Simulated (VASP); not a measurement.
# B (P6_3/mmc) in VASP: notebook, part 2 of 2

VASP 6.6.1.

### 4 Single point, BLYP (volume scaled by 0.92)

File INCAR:

```
SYSTEM = B
AGGAC = 1.0
AGGAX = 1.0
ALDAC = 0.0
ALDAX = 1.0
ALGO = Normal
EDIFF = 1E-6
ENCUT = 520
GGA = B5
ISIF = 2
ISMEAR = -1
LASPH = .TRUE.
LCHARG = .FALSE.
LREAL = .FALSE.
LWAVE = .FALSE.
NBANDS = 14
NELM = 100
PREC = Accurate
SIGMA = 0.1
```

File KPOINTS:

```
k-points
0
G
  23 23 2
  0 0 0
```

File POSCAR:

```
B
1.0
    1.6699646775      0.0000000000      0.0000000000
   -0.8349823388      1.4462318341      0.0000000000
    0.0000000000      0.0000000000     20.7278664216
B
4
Direct
    0.0000000000      1.0000000000      0.0000000000
    0.0000000000      1.0000000000      0.5000000000
    0.3333333333      0.6666666667      0.2500000000
    0.6666666667      0.3333333333      0.7500000000
```

Potentials or basis: VASP PAW PBE potentials, release 64 (B).

Command:

```sh
$ cat potpaw_PBE.64/B/POTCAR > POTCAR
$ mpirun -np 1 vasp_std > vasp.out
```

OUTCAR:

```text
SYSTEM = B
   EDIFF = 1E-6
   ENCUT = 520
   GGA = B5
   ISIF = 2
   ISMEAR = -1
   LASPH = .TRUE.
   LREAL = .FALSE.
   NELM = 100
   PREC = Accurate

 ion  position               nearest neighbor table
   1  0.000  0.000  0.000-
   2  0.000  0.000  0.500-
   3  0.333  0.667  0.250-
   4  0.667  0.333  0.750-

  LATTYP: Found a hexagonal cell.
 ALAT       =     1.6699646775
 C/A-ratio  =    12.4121585929

  Lattice vectors:

 A1 = (   1.6699646775,   0.0000000000,   0.0000000000)
 A2 = (  -0.8349823388,   1.4462318341,   0.0000000000)
 A3 = (   0.0000000000,   0.0000000000,  20.7278664216)

Analysis of symmetry for initial positions (statically):
=====================================================================
 Subroutine PRICEL returns:
 Original cell was already a primitive cell.

 Routine SETGRP: Setting up the symmetry group for a
 hexagonal supercell.

 Subroutine GETGRP returns: Found 24 space group operations
 (whereof 12 operations were pure point group operations)
 out of a pool of 24 trial point group operations.

The static configuration has the point symmetry D_3d.
[... 174 lines left out ...]
  band No.  band energies     occupation
      1     -14.1742      2.00000
      2     -14.1690      2.00000
      3     -14.1690      2.00000
      4     -14.1638      2.00000
      5      -4.8608      2.00000
      6      -4.7761      2.00000
      7      -4.7760      2.00000
      8      -4.6875      2.00000
      9       4.7199      0.00000
     10       5.5487      0.00000
     11       5.5487      0.00000
     12       7.2267      0.00000
     13       8.7540      0.00000
     14      11.4412      0.00000
[... 377 lines left out ...]
      1     -13.1316      2.00000
      2     -13.1272      2.00000
      3     -13.1272      2.00000
      4     -13.1228      2.00000
      5      -3.2948      2.00000
      6      -3.2119      2.00000
      7      -3.2119      2.00000
      8      -3.1253      2.00000
      9       6.2152      0.00000
     10       7.0478      0.00000
     11       7.0478      0.00000
     12       8.8230      0.00000
     13      10.0460      0.00000
     14      12.8379      0.00000

 [... further k-points ...]
[... 5 lines left out ...]
  --------------------------------------------------------------------------------------
  -------------------------------------------------------------------------------------
  Total        4.9017437      4.9017437      0.0255974     -0.0000000     -0.0000000      0.0000000
  in kB      156.8777601    156.8777601      0.8192313     -0.0000000     -0.0000000      0.0000000
  external PRESSURE =     104.8582505 kB  Pullay stress =       0.0000000 kB

 VOLUME and BASIS-vectors are now :
 -----------------------------------------------------------------------------
  energy-cutoff  :      520.00
  volume of cell :       50.06
      direct lattice vectors                 reciprocal lattice vectors
     1.669964678  0.000000000  0.000000000     0.598815061  0.345726037  0.000000000
    -0.834982339  1.446231834  0.000000000     0.000000000  0.691452073  0.000000000
     0.000000000  0.000000000 20.727866422     0.000000000  0.000000000  0.048244232

 POSITION                                       TOTAL-FORCE (eV/Angst)
 -----------------------------------------------------------------------------------
      0.00000      0.00000      0.00000        -0.000000     -0.000000     -0.000000
      0.00000      0.00000     10.36393        -0.000000     -0.000000     -0.000000
     -0.00000      0.96415      5.18197        -0.000000      0.000000      0.000000
      0.83498      0.48208     15.54590         0.000000     -0.000000      0.000000
 -----------------------------------------------------------------------------------
    total drift:                               -0.000000      0.000000      0.000000

  FREE ENERGIE OF THE ION-ELECTRON SYSTEM (eV)
  ---------------------------------------------------
  free  energy   TOTEN  =       -21.5233353460 eV

  energy  without entropy=      -21.4963007106  energy(sigma->0) =      -21.50981803
```

stdout:

```text
POSCAR found type information on POSCAR B
 POSCAR found :  1 types and       4 ions
 scaLAPACK will be used
 -----------------------------------------------------------------------------
|                                                                             |
|                                                                             |
|     You enforced a specific xc type in the INCAR file but a different       |
|     I HOPE YOU KNOW WHAT YOU ARE DOING!                                     |
|                                                                             |
 -----------------------------------------------------------------------------

 LDA part: xc-table for (Slater(with rela. corr.)+VWN5), standard interpolation
 POSCAR, INCAR and KPOINTS ok, starting setup
 FFT: planning ... GRIDC
 FFT: planning ... GRID_SOFT
 FFT: planning ... GRID
 WAVECAR not read
 entering main loop
```

Wall time 42 s (1 thread of AMD EPYC 9R45 (Zen 5), shared host); peak memory 0.16 GiB.

Results:

```
Free energy            : -21.5233 eV
Pressure               : 10.5 GPa
Band gap on the k mesh : zero (band 6 reaches 6.85 eV, above the bottom of band 7 at -4.78 eV)
```

Stress tensor (GPa, compression positive):
```
15.69  0.00  0.00
 0.00 15.69  0.00
 0.00  0.00  0.08
```

Caveat: the PAW data sets were made with another functional, which shifts forces and pressure a little; this functional lacks dispersion, which binds the layers, so the pressure and a relaxed spacing across them are unreliable.

### 5 Single point, BLYP

File INCAR:

```
SYSTEM = B
PREC = Accurate ; ENCUT = 520
EDIFF = 1E-6 ; ISMEAR = -1
SIGMA = 0.1 ; LREAL = .FALSE.
LASPH = .TRUE. ; NELM = 60
ALGO = Normal ; ISIF = 2
LWAVE = .FALSE. ; LCHARG = .FALSE.
GGA = B5 ; ALDAX = 1.0
AGGAX = 1.0 ; AGGAC = 1.0
ALDAC = 0.0 ; NBANDS = 14
```

File KPOINTS:

```
Automatic mesh
0
G
  23 23 2
  0 0 0
```

File POSCAR:

```
B
1.0
    1.7170304989      0.0000000000      0.0000000000
   -0.8585152494      1.4869920311      0.0000000000
    0.0000000000      0.0000000000     21.3120548611
B
4
Direct
    0.0000000000      1.0000000000      0.0000000000
    0.0000000000      1.0000000000      0.5000000000
    0.3333333333      0.6666666667      0.2500000000
    0.6666666667      0.3333333333      0.7500000000
```

Potentials or basis: VASP PAW PBE potentials, release 64 (B).

Command:

```sh
$ cat potpaw_PBE.64/B/POTCAR > POTCAR
$ mpirun -np 1 vasp_std > vasp.out
```

OUTCAR:

```text
SYSTEM = B
   PREC = Accurate
   ENCUT = 520
   EDIFF = 1E-6
   ISMEAR = -1
   LREAL = .FALSE.
   LASPH = .TRUE.
   NELM = 60
   ISIF = 2
   GGA = B5

 ion  position               nearest neighbor table
   1  0.000  0.000  0.000-
   2  0.000  0.000  0.500-
   3  0.333  0.667  0.250-
   4  0.667  0.333  0.750-

  LATTYP: Found a hexagonal cell.
 ALAT       =     1.7170304989
 C/A-ratio  =    12.4121585928

  Lattice vectors:

 A1 = (   1.7170304989,   0.0000000000,   0.0000000000)
 A2 = (  -0.8585152494,   1.4869920311,   0.0000000000)
 A3 = (   0.0000000000,   0.0000000000,  21.3120548611)

Analysis of symmetry for initial positions (statically):
=====================================================================
 Subroutine PRICEL returns:
 Original cell was already a primitive cell.

 Routine SETGRP: Setting up the symmetry group for a
 hexagonal supercell.

 Subroutine GETGRP returns: Found 24 space group operations
 (whereof 12 operations were pure point group operations)
 out of a pool of 24 trial point group operations.

The static configuration has the point symmetry D_3d.
 The point group associated with its full space group is D_6h.

Analysis of symmetry for dynamics (positions and initial velocities):
=====================================================================
 Subroutine PRICEL returns:
 Original cell was already a primitive cell.

 Routine SETGRP: Setting up the symmetry group for a
 hexagonal supercell.

 Subroutine GETGRP returns: Found 24 space group operations
 (whereof 12 operations were pure point group operations)
 out of a pool of 24 trial point group operations.

The dynamic configuration has the point symmetry D_3d.
 The point group associated with its full space group is D_6h.

 Subroutine INISYM returns: Found 24 space group operations
 (whereof 12 operations are pure point group operations),
 and found     1 'primitive' translations
[... 122 lines left out ...]
  Thomas-Fermi vector in A             =   2.120653
   LORBIT       =      0    0 simple, 1 ext, 2 COOP (PROOUT), +10 PAW based schemes
   GGA     = B5    functional components
   LHFCALC =     F    Hartree Fock is set to
   AEXX    =    0.0000 exact exchange contribution
   IVDW    =     0    specifies the selected vdW correction
   LEPSILON=     F    determine dielectric tensor
   LRPA    =     F    only Hartree local field effects (RPA)
 non-spin polarized calculation
  energy-cutoff  :      520.00
  volume of cell :       54.41
 maximum number of plane-waves:      1508
 NGX is ok and might be reduce to    14
   NGX =  7   NGY =  7   NGZ = 79

 number of electron      12.0000000 magnetization

 Free energy of the ion-electron system (eV)
  ---------------------------------------------------
  ext. energy  EPLUGINS =         0.00000000
  ---------------------------------------------------
  free energy    TOTEN  =       -21.64328980 eV

  energy without entropy =      -21.60802984  energy(sigma->0) =      -21.62565982

 E-fermi :   2.8813     XC(G=0):  -7.2542

 val. band max:        2.8812113459   @ k =   0.3478   0.0000   0.5000
 cond. band min:       2.8868749618   @ k =   0.2609   0.1304   0.0000
 fundamental gap:      0.0056636160
 Fermi energy:         2.8812554038

 k-point     1 :       0.0000    0.0000    0.0000
  band No.  band energies     occupation
      1     -14.1063      2.00000
      2     -14.1022      2.00000
      3     -14.1022      2.00000
      4     -14.0981      2.00000
      5      -4.8210      2.00000
      6      -4.7465      2.00000
      7      -4.7465      2.00000
      8      -4.6691      2.00000
      9       4.4285      0.00000
     10       5.2042      0.00000
     11       5.2042      0.00000
     12       6.7978      0.00000
     13       8.1687      0.00000
     14      10.7154      0.00000
[... 377 lines left out ...]
      1     -13.0930      2.00000
      2     -13.0896      2.00000
      3     -13.0895      2.00000
      4     -13.0860      2.00000
      5      -3.3462      2.00000
      6      -3.2736      2.00000
      7      -3.2736      2.00000
      8      -3.1980      2.00000
      9       5.8488      0.00000
     10       6.6263      0.00000
     11       6.6264      0.00000
     12       8.3052      0.00000
     13       9.4027      0.00000
     14      12.0393      0.00000

 [... further k-points ...]
[... 5 lines left out ...]
  --------------------------------------------------------------------------------------
  -------------------------------------------------------------------------------------
  Total       -0.5551732     -0.5551732      0.0237888     -0.0000000      0.0000000      0.0000000
  in kB      -16.3465871    -16.3465871      0.7004418     -0.0000000      0.0000000      0.0000000
  external PRESSURE =     -10.6642441 kB  Pullay stress =       0.0000000 kB

 VOLUME and BASIS-vectors are now :
 -----------------------------------------------------------------------------
  energy-cutoff  :      520.00
  volume of cell :       54.41
      direct lattice vectors                 reciprocal lattice vectors
     1.717030499  0.000000000  0.000000000     0.582400837  0.336249280  0.000000000
    -0.858515249  1.486992031  0.000000000     0.000000000  0.672498560  0.000000000
     0.000000000  0.000000000 21.312054861     0.000000000  0.000000000  0.046921801

 POSITION                                       TOTAL-FORCE (eV/Angst)
 -----------------------------------------------------------------------------------
      0.00000      0.00000      0.00000         0.000000      0.000000     -0.000000
      0.00000      0.00000     10.65603         0.000000      0.000000     -0.000000
     -0.00000      0.99133      5.32801        -0.000000      0.000000      0.000000
      0.85852      0.49566     15.98404        -0.000000      0.000000     -0.000000
 -----------------------------------------------------------------------------------
    total drift:                               -0.000000      0.000000      0.000000

  FREE ENERGIE OF THE ION-ELECTRON SYSTEM (eV)
  ---------------------------------------------------
  free  energy   TOTEN  =       -21.6432898047 eV

  energy  without entropy=      -21.6080298445  energy(sigma->0) =      -21.62565982
```

stdout:

```text
POSCAR found type information on POSCAR B
 POSCAR found :  1 types and       4 ions
 scaLAPACK will be used
 -----------------------------------------------------------------------------
|                                                                             |
|                                                                             |
|     You enforced a specific xc type in the INCAR file but a different       |
|     I HOPE YOU KNOW WHAT YOU ARE DOING!                                     |
|                                                                             |
 -----------------------------------------------------------------------------

 LDA part: xc-table for (Slater(with rela. corr.)+VWN5), standard interpolation
 POSCAR, INCAR and KPOINTS ok, starting setup
 FFT: planning ... GRIDC
 FFT: planning ... GRID_SOFT
 FFT: planning ... GRID
 WAVECAR not read
 entering main loop
```

Run time: 56 s. Hardware: 1 thread of AMD EPYC 9R45 (Zen 5), shared host; peak memory 0.18 GiB.

What came out:

| Quantity | Value |
| --- | --- |
| Free energy | -21.6433 eV |
| Pressure | -1.1 GPa |
| Band gap on the k mesh | zero (band 6 reaches 6.15 eV, above the bottom of band 7 at -4.75 eV) |

Stress tensor (GPa, compression positive):
```
-1.63  0.00  0.00
 0.00 -1.63  0.00
 0.00  0.00  0.07
```

Levels at points of the mesh, in eV from the Fermi level:
```tsv
k point	band 5	band 6	band 7	band 8	band 9	band 10	band 11	band 12
(0.00, 0.00, 0.00)	-7.70	-7.63	-7.63	-7.55	1.55	2.32	2.32	3.92
(0.00, 0.00, 0.50)	-7.68	-7.68	-7.57	-7.57	1.75	1.75	3.20	3.20
```

Caveat: the PAW data sets were made with another functional, which shifts forces and pressure a little; this functional lacks dispersion, which binds the layers, so the pressure and a relaxed spacing across them are unreliable.

### 6 Summary

```tsv
cell	k mesh	gap on the mesh (eV)	pressure (GPa)
a = 1.717, b = 1.717, c = 21.312 Å, angles 90.0, 90.0, 120.0°, 4 atoms	17 × 17 × 5	none	-0.1
a = 1.645, b = 1.645, c = 20.423 Å, angles 90.0, 90.0, 120.0°, 4 atoms	23 × 23 × 2	none	18.0
a = 1.670, b = 1.670, c = 20.728 Å, angles 90.0, 90.0, 120.0°, 4 atoms	23 × 23 × 2	none	10.5
a = 1.717, b = 1.717, c = 21.312 Å, angles 90.0, 90.0, 120.0°, 4 atoms	23 × 23 × 2	none	-1.1
```

Alike in all rows: task single point; level BLYP; potentials or basis VASP PAW PBE potentials, release 64 (B); no spin polarisation; cutoff (eV) 520; smearing fermi-dirac 0.1 eV.

Caveats: the PAW data sets were made with another functional, which shifts forces and pressure a little; this functional lacks dispersion, which binds the layers, so the pressure and a relaxed spacing across them are unreliable.

Absolute energies hang on the potentials; compare differences alone.
